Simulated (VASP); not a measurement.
Here is a VASP 6.6.1 calculation.

Contents of INCAR:

```
SYSTEM = BeSO
ALGO = Normal ; EDIFF = 1E-7
EDIFFG = -0.04 ; ENCUT = 600
GGA = PE ; GGA_COMPAT = .FALSE.
IBRION = 2 ; ISIF = 3
ISMEAR = 0 ; LASPH = .TRUE.
LCHARG = .FALSE. ; LREAL = .FALSE.
LWAVE = .FALSE. ; NELM = 120
NELMIN = 4 ; NSW = 90
PREC = Accurate ; SIGMA = 0.1
```

KPOINTS

```
k-points
0
G
  6 6 4
  0 0 0
```

Contents of POSCAR:

```
BeSO
1.0
    3.3353596700      0.0000000000      0.0000000000
    0.0000000000      3.3353596700      0.0000000000
    0.0000000000      0.0000000000      4.3920845300
Be S O
1 1 1
Direct
    0.0000000000      0.0000000000      0.5000000000
    0.0000000000      0.0000000000      0.0000000000
    0.5000000000      0.5000000000      0.0000000000
```

Potentials or basis: VASP PAW PBE potentials, release 64 (Be, S, O).

Command:

```bash
$ cat potpaw_PBE.64/Be/POTCAR potpaw_PBE.64/S/POTCAR potpaw_PBE.64/O/POTCAR > POTCAR
$ mpirun -np 1 vasp_std > vasp.out
```

(1) Estimate the band gap on the k mesh.

(2) What does it give for the space group after relaxing (to 0.05 Å)?

(3) Predict the relaxed volume.

(4) Estimate the relaxed cell.

Results:

(1) zero (band 7 reaches 5.90 eV, above the bottom of band 8 at 2.28 eV).

(2) P4/mmm (No. 123).

(3) 13.92 Å³/atom.

(4) a = 3.325 Å, b = 3.325 Å, c = 3.777 Å, α = 90.00°, β = 90.00°, γ = 90.00°.
